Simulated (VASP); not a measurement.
Set up this calculation in VASP 6.6.1, as the native input.

```
Task                   : single point
Functional             : r2SCAN
Potentials or basis    : VASP PAW PBE potentials, release 64 (Au, Bi_d)
Cutoff                 : 520 eV
k mesh                 : 10 × 10 × 10
Occupations            : gaussian, width 0.05 eV
Spin                   : no spin polarisation
Dipole correction      : no
Further INCAR settings : ALGO = Normal; EDIFF = 1e-06; NBANDS = 20
```

Crystal: BiAu.

```xyz
2
Lattice="0.0000 2.9697 2.9697 2.9697 0.0000 2.9697 2.9697 2.9697 0.0000" Properties=species:S:1:pos:R:3 pbc="T T T"
Au    2.9697    2.9697    2.9697
Bi    0.0000    0.0000    0.0000
```

One way to write it, as run:

POSCAR

```
BiAu
1.0
    0.0000000000      2.9697432856      2.9697432856
    2.9697432856      0.0000000000      2.9697432856
    2.9697432856      2.9697432856      0.0000000000
Au Bi
1 1
Direct
    0.5000000000      0.5000000000      0.5000000000
    0.0000000000      0.0000000000      0.0000000000
```

INCAR.step1

```
SYSTEM = BiAu
  PREC = Accurate
  ENCUT = 520
  ISMEAR = 0
  SIGMA = 0.05
  LREAL = .False.
  LASPH = .True.
  NELM = 100
  NBANDS = 20
  GGA = PE
  ALGO = Normal
  EDIFF = 1E-4
  LWAVE = .True.
  LCHARG = .False.
```

INCAR.step2

```
SYSTEM = BiAu
  PREC = Accurate
  ENCUT = 520
  EDIFF = 1E-6
  ISMEAR = 0
  SIGMA = 0.05
  LREAL = .False.
  LASPH = .True.
  NELM = 100
  ALGO = Normal
  ISIF = 2
  LWAVE = .False.
  LCHARG = .False.
  METAGGA = R2SCAN
  LMIXTAU = .True.
  NBANDS = 20
  ISTART = 1
```

KPOINTS

```
Automatic mesh
0
Gamma
  10 10 10
  0 0 0
```

Potentials or basis: VASP PAW PBE potentials, release 64 (Au, Bi_d).

Run with:

```bash
$ cat potpaw_PBE.64/Au/POTCAR potpaw_PBE.64/Bi_d/POTCAR > POTCAR
$ cp INCAR.step1 INCAR
$ mpirun -np 1 vasp_std > vasp.out
$ cp INCAR.step2 INCAR
$ mpirun -np 1 vasp_std > vasp.out
```

Results of the run:

* Pressure: -2.2 GPa
* Band gap on the k mesh: zero (band 13 reaches 10.19 eV, above the bottom of band 14 at 5.08 eV)

Caveat: the PAW data sets were made with another functional, which shifts forces and pressure a little; spin-orbit coupling is left out, which moves the levels of the heavy elements.

Run time: 88 s on 1 thread of Intel(R) Xeon(R) Platinum 8375C CPU @ 2.90GHz (Ice Lake), on a shared host, peak memory 0.19 GiB.
